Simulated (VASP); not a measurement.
# Pt2I (Cmcm) in VASP: notebook

The runs below take Pt2I through single point, with r2SCAN.

Program: VASP 6.6.1. These are calculated values, not measurements. Logs are shortened: lines on timing, memory, paths and dates and some standing lists are left out, and cuts for length are marked.

## 1. The cell of the first run

The structure is orthorhombic, space group Cmcm (No. 63). The conventional cell has a = 4.537 Å, b = 10.660 Å, c = 6.167 Å, α = 90.00°, β = 90.00°, γ = 90.00°. Within 4.1 Å of Pt (site symmetry m2m) lie 6 Pt at 3.03 to 4.01 Å and 5 I at 3.09 to 3.19 Å. Pt (site symmetry 2/m) has 6 Pt at 3.03 to 3.08 Å and 6 I at 3.29 to 3.84 Å within 4.0 Å. I (site symmetry m2m) has 11 Pt at 3.09 to 3.84 Å and 4 I at 4.19 Å within 4.2 Å.

## 2. Single point, r2SCAN

Contents of POSCAR:

```
Pt2I
1.0
   -6.1671480000      0.0000000000      0.0000000000
    0.0000000000      0.0000000000      4.5372590000
    0.0000000000      5.3301780000      2.2686300000
Pt I
4 2
Direct
    0.7500000000      0.6200000000      0.7600000000
    0.2500000000      0.3800000000      0.2400000000
    0.0000000000      0.0000000000      0.0000000000
    0.5000000000      0.0000000000      0.0000000000
    0.7500000000      0.3300000000      0.3400000000
    0.2500000000      0.6700000000      0.6600000000
```

Contents of INCAR.step1:

```
SYSTEM = Pt2I
PREC = Accurate
ENCUT = 520
ISMEAR = 0
SIGMA = 0.0916
LREAL = .FALSE.
LASPH = .TRUE.
NELM = 60
NBANDS = 36
GGA = PE
ALGO = Normal
EDIFF = 1E-4
LWAVE = .TRUE.
LCHARG = .FALSE.
```

Contents of INCAR.step2:

```
SYSTEM = Pt2I
PREC = Accurate
ENCUT = 520
EDIFF = 1E-7
ISMEAR = 0
SIGMA = 0.0916
LREAL = .FALSE.
LASPH = .TRUE.
NELM = 60
ALGO = Normal
ISIF = 2
LWAVE = .FALSE.
LCHARG = .FALSE.
METAGGA = R2SCAN
LMIXTAU = .TRUE.
NBANDS = 36
ISTART = 1
```

Contents of KPOINTS:

```
regular mesh
0
G
  3 4 4
  0 0 0
```

Potentials or basis: VASP PAW PBE potentials, release 64 (Pt, I).

Launch:

```sh
> cat potpaw_PBE.64/Pt/POTCAR potpaw_PBE.64/I/POTCAR > POTCAR
> cp INCAR.step1 INCAR
> mpirun -np 1 vasp_std > vasp.out
> cp INCAR.step2 INCAR
> mpirun -np 1 vasp_std > vasp.out
```

OUTCAR:

```text
SYSTEM = Pt2I
   PREC = Accurate
   ENCUT = 520
   EDIFF = 1E-7
   ISMEAR = 0
   LREAL = .FALSE.
   LASPH = .TRUE.
   NELM = 60
   ISIF = 2
   METAGGA = R2SCAN
   ISTART = 1

 ion  position               nearest neighbor table
   1  0.750  0.620  0.760-   3 3.03   4 3.03   3 3.03   4 3.03   5 3.09   6 3.13   6 3.13   5 3.19
                             5 3.19
   2  0.250  0.380  0.240-   3 3.03   4 3.03   3 3.03   4 3.03   6 3.09   5 3.13   5 3.13   6 3.19
                             6 3.19
   3  0.000  0.000  0.000-   1 3.03   2 3.03   2 3.03   1 3.03   4 3.08   4 3.08   5 3.29   6 3.29
                             6 3.29   5 3.29
   4  0.500  0.000  0.000-   1 3.03   2 3.03   2 3.03   1 3.03   3 3.08   3 3.08   5 3.29   6 3.29
                             6 3.29   5 3.29
   5  0.750  0.330  0.340-   1 3.09   2 3.13   2 3.13   1 3.19   1 3.19   4 3.29   3 3.29   4 3.29
                             3 3.29
   6  0.250  0.670  0.660-   2 3.09   1 3.13   1 3.13   2 3.19   2 3.19   4 3.29   3 3.29   4 3.29
                             3 3.29

  LATTYP: Found a base centered orthorhombic cell.
 ALAT       =     4.5372590000
 B/A-ratio  =     2.3495145417
 C/A-ratio  =     1.3592232667

  Lattice vectors:

 A1 = (   0.0000000000,  -5.3301780000,   2.2686290000)
 A2 = (   0.0000000000,   5.3301780000,   2.2686300000)
 A3 = (  -6.1671480000,   0.0000000000,   0.0000000000)

Analysis of symmetry for initial positions (statically):
=====================================================================
 Subroutine PRICEL returns:
 Original cell was already a primitive cell.

 Routine SETGRP: Setting up the symmetry group for a
 base centered orthorhombic supercell.

 Subroutine GETGRP returns: Found  8 space group operations
 (whereof  4 operations were pure point group operations)
 out of a pool of  8 trial point group operations.

The static configuration has the point symmetry C_2h.
 The point group associated with its full space group is D_2h.

Analysis of symmetry for dynamics (positions and initial velocities):
=====================================================================
 Subroutine PRICEL returns:
 Original cell was already a primitive cell.

 Routine SETGRP: Setting up the symmetry group for a
 base centered orthorhombic supercell.

 Subroutine GETGRP returns: Found  8 space group operations
 (whereof  4 operations were pure point group operations)
 out of a pool of  8 trial point group operations.

The dynamic configuration has the point symmetry C_2h.
 The point group associated with its full space group is D_2h.

 Subroutine INISYM returns: Found  8 space group operations
 (whereof  4 operations are pure point group operations),
 and found     1 'primitive' translations

----------------------------------------------------------------------------------------

                                     Primitive cell

  volume of cell :     149.1488

  direct lattice vectors                    reciprocal lattice vectors
    -6.167148000  0.000000000  0.000000000    -0.162149506  0.000000000  0.000000000
     0.000000000  0.000000000  4.537259000     0.000000000 -0.093805518  0.220397381
     0.000000000  5.330178000  2.268630000     0.000000000  0.187610995  0.000000000

  length of vectors
     6.167148000  4.537259000  5.792881803     0.162149506  0.239529707  0.187610995

  position of ions in fractional coordinates (direct lattice)
     0.750000000  0.620000000  0.760000000
     0.250000000  0.380000000  0.240000000
     0.000000000  0.000000000  0.000000000
     0.500000000  0.000000000  0.000000000
     0.750000000  0.330000000  0.340000000
     0.250000000  0.670000000  0.660000000

  ion indices of the primitive-cell ions
   primitive index   ion index
                 1           1
                 2           2
                 3           3
                 4           4
                 5           5
                 6           6

----------------------------------------------------------------------------------------

 KPOINTS: regular mesh

Automatic generation of k-mesh.
 Grid dimensions read from file:
 generate k-points for:    3    4    4

 Generating k-lattice:

  Cartesian coordinates                     Fractional coordinates (reciprocal lattice)
    -0.054049835  0.000000000  0.000000000     0.333333333  0.000000000  0.000000000
     0.000000000 -0.023451380  0.055099345     0.000000000  0.250000000  0.000000000
     0.000000000  0.046902749  0.000000000     0.000000000  0.000000000  0.250000000

  Length of vectors
     0.054049835  0.059882427  0.046902749

  Shift w.r.t. Gamma in fractional coordinates (k-lattice)
     0.000000000  0.000000000  0.000000000

 Subroutine IBZKPT returns following result:
 ===========================================

 Found     14 irreducible k-points:

 Following reciprocal coordinates:
            Coordinates               Weight
  0.000000  0.000000  0.000000      1.000000
  0.333333  0.000000  0.000000      2.000000
  0.000000  0.250000  0.000000      4.000000
  0.333333  0.250000  0.000000      8.000000
  0.000000  0.500000  0.000000      2.000000
  0.333333  0.500000  0.000000      4.000000
  0.000000  0.000000  0.250000      2.000000
  0.333333  0.000000  0.250000      4.000000
  0.000000  0.500000  0.250000      2.000000
  0.333333  0.500000  0.250000      4.000000
  0.000000 -0.250000  0.250000      4.000000
  0.333333 -0.250000  0.250000      8.000000
  0.000000  0.000000  0.500000      1.000000
  0.333333  0.000000  0.500000      2.000000
   k-points           NKPTS =     14   k-points in BZ     NKDIM =     14   number of bands    NBANDS=     36
   number of dos      NEDOS =    301   number of ions     NIONS =      6
   total plane-waves  NPLWV =  82944
   dimension x,y,z NGX =    48 NGY =   36 NGZ =   48
   dimension x,y,z NGXF=    96 NGYF=   72 NGZF=   96
   ions per type =               4   2
   NGX,Y,Z   is equivalent  to a cutoff of  12.94, 13.19, 13.78 a.u.
   NGXF,Y,Z  is equivalent  to a cutoff of  25.88, 26.38, 27.55 a.u.
 SYSTEM =  Pt2I
   PREC   = accura    normal or accurate (medium, high low for compatibility)
   ISTART =      1    job   : 0-new  1-cont  2-samecut
   ICHARG =      0    charge: 1-file 2-atom 10-const
   ISPIN  =      1    spin polarized calculation?
   LNONCOLLINEAR =      F non collinear calculations
   LSORBIT =      F    spin-orbit coupling
   LASPH  =      T    aspherical Exc in radial PAW
   ENCUT  =  520.0 eV  38.22 Ry    6.18 a.u.  11.47  8.44 10.77*2*pi/ulx,y,z
   NELM   =     60;   NELMIN=  2; NELMDL=  0     # of ELM steps
   EDIFF  = 0.1E-06   stopping-criterion for ELM
   LREAL  =      F    real-space projection
   EDIFFG = 0.1E-05   stopping-criterion for IOM
   NSW    =      0    number of steps for IOM
   IBRION =     -1    ionic relax: 0-MD 1-quasi-New 2-CG
   NFREE  =      0    steps in history (QN), initial steepest desc. (CG)
   ISIF   =      2    stress and relaxation
   ISYM   =      2    0-nonsym 1-usesym 2-fastsym
   POTIM  = 0.5000    time-step for ionic-motion
   TEBEG  =    0.0;   TEEND  =   0.0 temperature during run
   PSTRESS=    0.0 pullay stress
   NELECT =      54.0000    total number of electrons
   NUPDOWN=      -1.0000    fix difference up-down
   EMIN   =  10.00;   EMAX   =-10.00  energy-range for DOS
   EFERMI =   0.00;   METHOD = LEGACY
   ISMEAR =     0;   SIGMA  =   0.09  broadening in eV -4-tet -1-fermi 0-gaus
   EFERMI_NEDOS =   21; number of points for ismear=-14 and -15
   IALGO  =     38    algorithm
   IMIX   =      4    mixing-type and parameters
     AMIX     =   0.40;   BMIX     =  1.00
     AMIX_MAG =   1.60;   BMIX_MAG =  1.00
  volume/ion in A,a.u.               =      24.86       167.75
  Fermi-wavevector in a.u.,A,eV,Ry     =   1.166808  2.204948 18.523540  1.361442
  Thomas-Fermi vector in A             =   2.303317
   LORBIT       =      0    0 simple, 1 ext, 2 COOP (PROOUT), +10 PAW based schemes
   METAGGA = R2SCAN    functional components
   LHFCALC =     F    Hartree Fock is set to
   AEXX    =    0.0000 exact exchange contribution
   IVDW    =     0    specifies the selected vdW correction
   LEPSILON=     F    determine dielectric tensor
   LRPA    =     F    only Hartree local field effects (RPA)
 non-spin polarized calculation
 Gauss-broadening in eV      SIGMA  =   0.09
  energy-cutoff  :      520.00
  volume of cell :      149.15
 maximum number of plane-waves:      4044
 NGX is ok and might be reduce to    48
   NGX = 23   NGY = 17   NGZ = 21

 number of electron      53.9999993 magnetization

 Free energy of the ion-electron system (eV)
  ---------------------------------------------------
  ext. energy  EPLUGINS =         0.00000000
  ---------------------------------------------------
  free energy    TOTEN  =      -249.44109394 eV

  energy without entropy =     -249.39664953  energy(sigma->0) =     -249.41887173

 E-fermi :   6.0233     XC(G=0): -11.2121

 val. band max:        6.0186641539   @ k =   0.0000  -0.2500   0.2500
 cond. band min:       6.0323051779   @ k =   0.3333   0.2500   0.0000
 fundamental gap:      0.0136410239
 Fermi energy:         6.0232911214

 k-point     1 :       0.0000    0.0000    0.0000
  band No.  band energies     occupation
      1      -8.2746      2.00000
      2      -7.6822      2.00000
      3       0.7698      2.00000
      4       0.8671      2.00000
      5       1.4002      2.00000
      6       1.5672      2.00000
[... 28 lines left out ...]
     35      11.9188      0.00000
     36      12.4587      0.00000

 k-point     2 :       0.3333    0.0000    0.0000
  band No.  band energies     occupation
      1      -8.1108      2.00000
      2      -7.8106      2.00000
      3       0.5251      2.00000
      4       0.9750      2.00000
      5       1.2714      2.00000
      6       1.5621      2.00000
[... 28 lines left out ...]
     35      11.2064      0.00000
     36      11.7699      0.00000
[... 427 lines left out ...]
     35      13.3187      0.00000
     36      13.4983      0.00000

 k-point    14 :       0.3333    0.0000    0.5000
  band No.  band energies     occupation
      1      -7.9551      2.00000
      2      -7.8137      2.00000
      3      -0.5359      2.00000
      4       0.0405      2.00000
      5       1.5050      2.00000
      6       1.8113      2.00000
[... 28 lines left out ...]
     35      12.5079      0.00000
     36      12.8774      0.00000

------------------------ aborting loop because EDIFF is reached ----------------------------------------

  FORCE on cell =-STRESS in cart. coord.  units (eV):
  Direction    XX          YY          ZZ          XY          YZ          ZX
  --------------------------------------------------------------------------------------
  -------------------------------------------------------------------------------------
  Total      -17.0473698    -10.9720988    -18.8286064      0.0000000     -0.0000010      0.0000000
  in kB     -183.1252833   -117.8638537   -202.2595817      0.0000000     -0.0000111      0.0000000
  external PRESSURE =    -167.7495729 kB  Pullay stress =       0.0000000 kB

 VOLUME and BASIS-vectors are now :
 -----------------------------------------------------------------------------
  energy-cutoff  :      520.00
  volume of cell :      149.15
      direct lattice vectors                 reciprocal lattice vectors
    -6.167148000  0.000000000  0.000000000    -0.162149506  0.000000000  0.000000000
     0.000000000  0.000000000  4.537259000     0.000000000 -0.093805518  0.220397381
     0.000000000  5.330178000  2.268630000     0.000000000  0.187610995  0.000000000

 POSITION                                       TOTAL-FORCE (eV/Angst)
 -----------------------------------------------------------------------------------
     -4.62536      4.05094      4.53726         0.000000      0.797202      0.000000
     -1.54179      1.27924      2.26863        -0.000000     -0.797202     -0.000000
      0.00000      0.00000      0.00000        -0.000000      0.000000      0.000000
     -3.08357      0.00000      0.00000        -0.000000      0.000000     -0.000000
     -4.62536      1.81226      2.26863        -0.000000      0.139295      0.000000
     -1.54179      3.51792      4.53726         0.000000     -0.139295     -0.000000
 -----------------------------------------------------------------------------------
    total drift:                               -0.000000      0.000000      0.000000

  FREE ENERGIE OF THE ION-ELECTRON SYSTEM (eV)
  ---------------------------------------------------
  free  energy   TOTEN  =      -249.4410939404 eV

  energy  without entropy=     -249.3966495268  energy(sigma->0) =     -249.41887173
```

It took 6.4 min on 1 thread of Oxide Virtual Turin-like, shared host; peak memory 0.3 GiB.

Results:

| Property | Result |
| --- | --- |
| Free energy | -249.4411 eV |
| Pressure | -16.8 GPa |
| Largest force | 0.797 eV/Å |
| Band gap on the k mesh | zero (bands 27 and 28 overlap by 0.22 eV) |

Forces on the atoms (eV/Å):
```
Pt   0.000  0.797  0.000
Pt   0.000 -0.797  0.000
Pt   0.000  0.000  0.000
Pt   0.000  0.000  0.000
I    0.000  0.139  0.000
I    0.000 -0.139  0.000
```

Caveat: the k points lie up to 0.38 Å⁻¹ apart; the PAW data sets were made with another functional, which shifts forces and pressure a little; spin-orbit coupling is left out, which moves the levels of the heavy elements.

## 3. Single point, r2SCAN

POSCAR is that of step 2.

Contents of INCAR.step1:

```
PREC = Accurate
ENCUT = 520
ISMEAR = 0
SIGMA = 0.0916
LREAL = F
LASPH = T
NELM = 80
NBANDS = 36
GGA = PE
ALGO = Normal
EDIFF = 1E-4
LWAVE = T
LCHARG = F
```

Contents of INCAR.step2:

```
PREC = Accurate
ENCUT = 520
EDIFF = 1E-6
ISMEAR = 0
SIGMA = 0.0916
LREAL = F
LASPH = T
NELM = 80
ALGO = Normal
ISIF = 2
LWAVE = F
LCHARG = F
METAGGA = R2SCAN
LMIXTAU = T
NBANDS = 36
ISTART = 1
```

Contents of KPOINTS:

```
Automatic mesh
0
Gamma
  3 4 4
```

Potentials or basis: VASP PAW PBE potentials, release 64 (Pt, I).

Launch:

```sh
> cat potpaw_PBE.64/Pt/POTCAR potpaw_PBE.64/I/POTCAR > POTCAR
> cp INCAR.step1 INCAR
> mpirun -np 1 vasp_std > vasp.out
> cp INCAR.step2 INCAR
> mpirun -np 1 vasp_std > vasp.out
```

Run time: 5.1 min. Hardware: 1 thread of Oxide Virtual Turin-like, shared host; peak memory 0.3 GiB.

It converged, with:

| Item | Value |
| --- | --- |
| Free energy | -249.4411 eV |
| Pressure | -16.8 GPa |
| Largest force | 0.797 eV/Å |
| Band gap on the k mesh | zero (bands 27 and 28 overlap by 0.22 eV) |

Forces in eV/Å, atoms in the order of the input:
```
Pt   0.000  0.797  0.000
Pt   0.000 -0.797  0.000
Pt   0.000  0.000  0.000
Pt   0.000  0.000  0.000
I    0.000  0.139  0.000
I    0.000 -0.139  0.000
```

Stress tensor (GPa, compression positive):
```
-18.31   0.00   0.00
  0.00 -11.79   0.00
  0.00   0.00 -20.23
```

Levels at points of the mesh, in eV from the Fermi level:
| k point | band 25 | band 26 | band 27 | band 28 | band 29 | band 30 |
| --- | --- | --- | --- | --- | --- | --- |
| (0.00, 0.00, 0.00) | -0.74 | -0.70 | -0.69 | 0.14 | 0.17 | 0.36 |
| (0.00, 0.50, 0.00) | -0.74 | -0.21 | -0.09 | 0.11 | 0.32 | 0.84 |
| (0.00, 0.00, 0.50) | -0.76 | -0.01 | 0.20 | 0.34 | 1.32 | 1.40 |

Caveat: the k points lie up to 0.38 Å⁻¹ apart; the PAW data sets were made with another functional, which shifts forces and pressure a little; spin-orbit coupling is left out, which moves the levels of the heavy elements.
